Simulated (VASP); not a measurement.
# SnSe2 in VASP: a series of runs

SnSe2 is run at these levels: PBE; tasks: single point.

Program: VASP 6.6.1. These are calculated values, not measurements. Logs are shortened: lines on timing, memory, paths and dates and some standing lists are left out, and cuts for length are marked.

**1. The cell of the first run**

It takes space group P4mm (No. 99, tetragonal). Conventional cell: a = 5.303 Å, b = 5.303 Å, c = 5.019 Å, α = 90.00°, β = 90.00°, γ = 90.00°. Sn (site symmetry 4mm) has 4 Se at 2.65 Å within 3.5 Å. Se (site symmetry 2mm) has 2 Sn at 2.65 Å within 3.5 Å.

**2. Single point, PBE**

Contents of INCAR:

```
SYSTEM = SnSe2
PREC = Accurate
ENCUT = 520
EDIFF = 1E-6
ISMEAR = 0
SIGMA = 0.1
LREAL = .False.
LASPH = .True.
NELM = 100
ALGO = Normal
ISIF = 2
LWAVE = .False.
LCHARG = .False.
GGA = PE
NBANDS = 20
```

Contents of KPOINTS:

```
Automatic mesh
0
Gamma
  4 4 4
  0 0 0
```

Contents of POSCAR:

```
SnSe2
1.0
    5.3027620281      0.0000000000      0.0000000000
    0.0000000000      5.3027620281      0.0000000000
    0.0000000000      0.0000000000      5.0188413809
Sn Se
1 2
Direct
    0.0000000000      0.0000000000      0.7127072296
    0.5000000000      0.0000000000      0.7104360002
    0.0000000000      0.5000000000      0.7104360002
```

Potentials or basis: VASP PAW PBE potentials, release 64 (Sn_d, Se).

On the command line:

```bash
$ cat potpaw_PBE.64/Sn_d/POTCAR potpaw_PBE.64/Se/POTCAR > POTCAR
$ mpirun -np 1 vasp_std > vasp.out
```

OUTCAR:

```text
SYSTEM = SnSe2
   PREC = Accurate
   ENCUT = 520
   EDIFF = 1E-6
   ISMEAR = 0
   LREAL = .False.
   LASPH = .True.
   NELM = 100
   ISIF = 2
   GGA = PE

 ion  position               nearest neighbor table
   1  0.000  0.000  0.713-   2 2.65   3 2.65   3 2.65   2 2.65
   2  0.500  0.000  0.710-   1 2.65   1 2.65
   3  0.000  0.500  0.710-   1 2.65   1 2.65

  LATTYP: Found a simple tetragonal cell.
 ALAT       =     5.3027620281
 C/A-ratio  =     0.9464579693

  Lattice vectors:

 A1 = (   5.3027620281,   0.0000000000,   0.0000000000)
 A2 = (   0.0000000000,   5.3027620281,   0.0000000000)
 A3 = (   0.0000000000,   0.0000000000,   5.0188413809)

Analysis of symmetry for initial positions (statically):
=====================================================================
 Subroutine PRICEL returns:
 Original cell was already a primitive cell.

 Routine SETGRP: Setting up the symmetry group for a
 simple tetragonal supercell.

 Subroutine GETGRP returns: Found  8 space group operations
 (whereof  8 operations were pure point group operations)
 out of a pool of 16 trial point group operations.

The static configuration has the point symmetry C_4v.

Analysis of symmetry for dynamics (positions and initial velocities):
=====================================================================
 Subroutine PRICEL returns:
 Original cell was already a primitive cell.

 Routine SETGRP: Setting up the symmetry group for a
 simple tetragonal supercell.

 Subroutine GETGRP returns: Found  8 space group operations
 (whereof  8 operations were pure point group operations)
 out of a pool of 16 trial point group operations.

The dynamic configuration has the point symmetry C_4v.

 Subroutine INISYM returns: Found  8 space group operations
 (whereof  8 operations are pure point group operations),
 and found     1 'primitive' translations

----------------------------------------------------------------------------------------

                                     Primitive cell

  volume of cell :     141.1262

  direct lattice vectors                    reciprocal lattice vectors
     5.302762028  0.000000000  0.000000000     0.188580969  0.000000000  0.000000000
     0.000000000  5.302762028  0.000000000     0.000000000  0.188580969  0.000000000
     0.000000000  0.000000000  5.018841381     0.000000000  0.000000000  0.199249174

  length of vectors
     5.302762028  5.302762028  5.018841381     0.188580969  0.188580969  0.199249174

  position of ions in fractional coordinates (direct lattice)
     0.000000000  0.000000000  0.712707230
     0.500000000  0.000000000  0.710436000
     0.000000000  0.500000000  0.710436000

  ion indices of the primitive-cell ions
   primitive index   ion index
                 1           1
                 2           2
                 3           3

----------------------------------------------------------------------------------------

 KPOINTS: Automatic mesh

Automatic generation of k-mesh.
 Grid dimensions read from file:
 generate k-points for:    4    4    4

 Generating k-lattice:

  Cartesian coordinates                     Fractional coordinates (reciprocal lattice)
     0.047145242  0.000000000  0.000000000     0.250000000  0.000000000  0.000000000
     0.000000000  0.047145242  0.000000000     0.000000000  0.250000000  0.000000000
     0.000000000  0.000000000  0.049812294     0.000000000  0.000000000  0.250000000

  Length of vectors
     0.047145242  0.047145242  0.049812294

  Shift w.r.t. Gamma in fractional coordinates (k-lattice)
     0.000000000  0.000000000  0.000000000

 Subroutine IBZKPT returns following result:
 ===========================================

 Found     18 irreducible k-points:

 Following reciprocal coordinates:
            Coordinates               Weight
  0.000000  0.000000  0.000000      1.000000
  0.250000  0.000000  0.000000      4.000000
  0.500000  0.000000  0.000000      2.000000
  0.250000  0.250000  0.000000      4.000000
  0.500000  0.250000  0.000000      4.000000
  0.500000  0.500000  0.000000      1.000000
[... 10 lines left out ...]
  0.500000  0.250000  0.500000      4.000000
  0.500000  0.500000  0.500000      1.000000
   k-points           NKPTS =     18   k-points in BZ     NKDIM =     18   number of bands    NBANDS=     20
   number of dos      NEDOS =    301   number of ions     NIONS =      3
   total plane-waves  NPLWV =  64000
   dimension x,y,z NGX =    40 NGY =   40 NGZ =   40
   dimension x,y,z NGXF=    80 NGYF=   80 NGZF=   80
   ions per type =               1   2
   NGX,Y,Z   is equivalent  to a cutoff of  12.54, 12.54, 13.25 a.u.
   NGXF,Y,Z  is equivalent  to a cutoff of  25.08, 25.08, 26.50 a.u.
 SYSTEM =  SnSe2
   PREC   = accura    normal or accurate (medium, high low for compatibility)
   ISTART =      0    job   : 0-new  1-cont  2-samecut
   ICHARG =      2    charge: 1-file 2-atom 10-const
   ISPIN  =      1    spin polarized calculation?
   LNONCOLLINEAR =      F non collinear calculations
   LSORBIT =      F    spin-orbit coupling
   LASPH  =      T    aspherical Exc in radial PAW
   ENCUT  =  520.0 eV  38.22 Ry    6.18 a.u.   9.86  9.86  9.33*2*pi/ulx,y,z
   NELM   =    100;   NELMIN=  2; NELMDL= -5     # of ELM steps
   EDIFF  = 0.1E-05   stopping-criterion for ELM
   LREAL  =      F    real-space projection
   EDIFFG = 0.1E-04   stopping-criterion for IOM
   NSW    =      0    number of steps for IOM
   IBRION =     -1    ionic relax: 0-MD 1-quasi-New 2-CG
   NFREE  =      0    steps in history (QN), initial steepest desc. (CG)
   ISIF   =      2    stress and relaxation
   ISYM   =      2    0-nonsym 1-usesym 2-fastsym
   POTIM  = 0.5000    time-step for ionic-motion
   TEBEG  =    0.0;   TEEND  =   0.0 temperature during run
   PSTRESS=    0.0 pullay stress
   NELECT =      26.0000    total number of electrons
   NUPDOWN=      -1.0000    fix difference up-down
   EMIN   =  10.00;   EMAX   =-10.00  energy-range for DOS
   EFERMI =   0.00;   METHOD = LEGACY
   ISMEAR =     0;   SIGMA  =   0.10  broadening in eV -4-tet -1-fermi 0-gaus
   EFERMI_NEDOS =   21; number of points for ismear=-14 and -15
   IALGO  =     38    algorithm
   IMIX   =      4    mixing-type and parameters
     AMIX     =   0.40;   BMIX     =  1.00
     AMIX_MAG =   1.60;   BMIX_MAG =  1.00
  volume/ion in A,a.u.               =      47.04       317.46
  Fermi-wavevector in a.u.,A,eV,Ry     =   0.931530  1.760336 11.806422  0.867748
  Thomas-Fermi vector in A             =   2.058033
   LORBIT       =      0    0 simple, 1 ext, 2 COOP (PROOUT), +10 PAW based schemes
   GGA     = PE    functional components
   LHFCALC =     F    Hartree Fock is set to
   AEXX    =    0.0000 exact exchange contribution
   IVDW    =     0    specifies the selected vdW correction
   LEPSILON=     F    determine dielectric tensor
   LRPA    =     F    only Hartree local field effects (RPA)
 non-spin polarized calculation
 Gauss-broadening in eV      SIGMA  =   0.10
  energy-cutoff  :      520.00
  volume of cell :      141.13
 maximum number of plane-waves:      3852
 NGX is ok and might be reduce to    40
   NGX = 19   NGY = 19   NGZ = 19

 number of electron      26.0000003 magnetization

 Free energy of the ion-electron system (eV)
  ---------------------------------------------------
  ext. energy  EPLUGINS =         0.00000000
  ---------------------------------------------------
  free energy    TOTEN  =        -9.77937416 eV

  energy without entropy =       -9.76696779  energy(sigma->0) =       -9.77317097

 E-fermi :  -0.3474     XC(G=0):  -6.6310

 val. band max:       -0.4204622884   @ k =   0.2500   0.0000   0.5000
 cond. band min:      -0.2653135079   @ k =   0.5000   0.2500   0.0000
 fundamental gap:      0.1551487805
 Fermi energy:        -0.3473911021

 k-point     1 :       0.0000    0.0000    0.0000
  band No.  band energies     occupation
      1     -21.6716      2.00000
      2     -21.5831      2.00000
      3     -21.5831      2.00000
      4     -21.5773      2.00000
      5     -21.4656      2.00000
      6     -12.9556      2.00000
[... 12 lines left out ...]
     19       7.6151      0.00000
     20       7.6151      0.00000

 k-point     2 :       0.2500    0.0000    0.0000
  band No.  band energies     occupation
      1     -21.6700      2.00000
      2     -21.5836      2.00000
      3     -21.5831      2.00000
      4     -21.5726      2.00000
      5     -21.4661      2.00000
      6     -12.7815      2.00000
[... 12 lines left out ...]
     19       6.9814      0.00000
     20       7.5662      0.00000

 k-point     3 :       0.5000    0.0000    0.0000
  band No.  band energies     occupation
      1     -21.6686      2.00000
      2     -21.5841      2.00000
      3     -21.5831      2.00000
      4     -21.5677      2.00000
      5     -21.4666      2.00000
      6     -12.3858      2.00000
[... 12 lines left out ...]
     19       7.5766      0.00000
     20       8.1164      0.00000

 k-point     4 :       0.2500    0.2500    0.0000
  band No.  band energies     occupation
      1     -21.6683      2.00000
      2     -21.5836      2.00000
      3     -21.5836      2.00000
      4     -21.5680      2.00000
      5     -21.4666      2.00000
      6     -12.6327      2.00000
[... 12 lines left out ...]
     19       7.0635      0.00000
     20       7.5276      0.00000

 k-point     5 :       0.5000    0.2500    0.0000
  band No.  band energies     occupation
      1     -21.6667      2.00000
      2     -21.5841      2.00000
      3     -21.5836      2.00000
      4     -21.5632      2.00000
      5     -21.4671      2.00000
      6     -12.3008      2.00000
[... 12 lines left out ...]
     19       5.7825      0.00000
     20       8.2635      0.00000
[... 215 lines left out ...]
      6     -12.3611      2.00000
[... 12 lines left out ...]
     19       7.9342      0.00000
     20       8.2914      0.00000

 k-point    16 :       0.2500    0.2500    0.5000
  band No.  band energies     occupation
      1     -21.6671      2.00000
      2     -21.5839      2.00000
      3     -21.5839      2.00000
      4     -21.5679      2.00000
      5     -21.4666      2.00000
      6     -12.6078      2.00000
[... 12 lines left out ...]
     19       7.1134      0.00000
     20       7.5078      0.00000

 k-point    17 :       0.5000    0.2500    0.5000
  band No.  band energies     occupation
      1     -21.6655      2.00000
      2     -21.5844      2.00000
      3     -21.5839      2.00000
      4     -21.5632      2.00000
      5     -21.4671      2.00000
      6     -12.2787      2.00000
[... 12 lines left out ...]
     19       7.5750      0.00000
     20       8.3326      0.00000

 k-point    18 :       0.5000    0.5000    0.5000
  band No.  band energies     occupation
      1     -21.6637      2.00000
      2     -21.5844      2.00000
      3     -21.5844      2.00000
      4     -21.5585      2.00000
      5     -21.4676      2.00000
      6     -12.1845      2.00000
[... 12 lines left out ...]
     19       8.5013      0.00000
     20       8.5013      0.00000

------------------------ aborting loop because EDIFF is reached ----------------------------------------

  FORCE on cell =-STRESS in cart. coord.  units (eV):
  Direction    XX          YY          ZZ          XY          YZ          ZX
  --------------------------------------------------------------------------------------
  -------------------------------------------------------------------------------------
  Total        0.3221533      0.3221533      0.2130996      0.0000000      0.0000000      0.0000000
  in kB        3.6573402      3.6573402      2.4192762      0.0000000      0.0000000      0.0000000
  external PRESSURE =       3.2446522 kB  Pullay stress =       0.0000000 kB

 VOLUME and BASIS-vectors are now :
 -----------------------------------------------------------------------------
  energy-cutoff  :      520.00
  volume of cell :      141.13
      direct lattice vectors                 reciprocal lattice vectors
     5.302762028  0.000000000  0.000000000     0.188580969  0.000000000  0.000000000
     0.000000000  5.302762028  0.000000000     0.000000000  0.188580969  0.000000000
     0.000000000  0.000000000  5.018841381     0.000000000  0.000000000  0.199249174

 POSITION                                       TOTAL-FORCE (eV/Angst)
 -----------------------------------------------------------------------------------
      0.00000      0.00000      3.57696         0.000000      0.000000     -0.005663
      2.65138      0.00000      3.56557         0.000000     -0.000000      0.002832
      0.00000      2.65138      3.56557         0.000000     -0.000000      0.002832
 -----------------------------------------------------------------------------------
    total drift:                               -0.000000     -0.000000     -0.000020

  FREE ENERGIE OF THE ION-ELECTRON SYSTEM (eV)
  ---------------------------------------------------
  free  energy   TOTEN  =        -9.7793741615 eV

  energy  without entropy=       -9.7669677858  energy(sigma->0) =       -9.77317097
```

It took 24 s on 1 thread of AMD EPYC 9R45 (Zen 5), shared host; peak memory 0.22 GiB.

What came out:

```
Free energy            : -9.7794 eV
Pressure               : 0.3 GPa
Largest force          : 0.006 eV/Å
Band gap on the k mesh : zero (band 13 reaches 0.39 eV, above the bottom of band 14 at -0.56 eV)
```

Forces in eV/Å, atoms in the order of the input:
```
Sn   0.000  0.000 -0.006
Se   0.000  0.000  0.003
Se   0.000  0.000  0.003
```

Stress tensor (GPa, compression positive):
```
0.37 0.00 0.00
0.00 0.37 0.00
0.00 0.00 0.24
```

Levels at points of the mesh, in eV from the Fermi level:
```
           k point  band 9  band 10  band 11  band 12  band 13  band 14  band 15  band 16  band 17  band 18
(0.00, 0.00, 0.00)   -4.09    -4.09    -1.68    -0.23    -0.23    -0.09     3.78     4.13     6.71     6.71
(0.50, 0.00, 0.00)   -3.86    -1.15    -1.10    -0.85    -0.55     1.46     2.80     3.70     5.39     5.84
(0.50, 0.50, 0.00)   -2.19    -0.55    -0.52    -0.52     0.73     1.42     2.90     2.90     3.01     6.64
(0.00, 0.00, 0.50)   -4.05    -4.05    -2.33    -0.40    -0.20    -0.20     2.94     6.31     6.31     6.58
(0.50, 0.00, 0.50)   -3.82    -1.69    -1.08    -1.01    -0.81     1.58     1.97     3.80     6.76     6.92
(0.50, 0.50, 0.50)   -2.11    -0.94    -0.94    -0.53     0.35     0.75     3.02     3.02     3.26     5.86
```

Caveat: spin-orbit coupling is left out, which moves the levels of the heavy elements.

(Continued in part 2 of 2.)
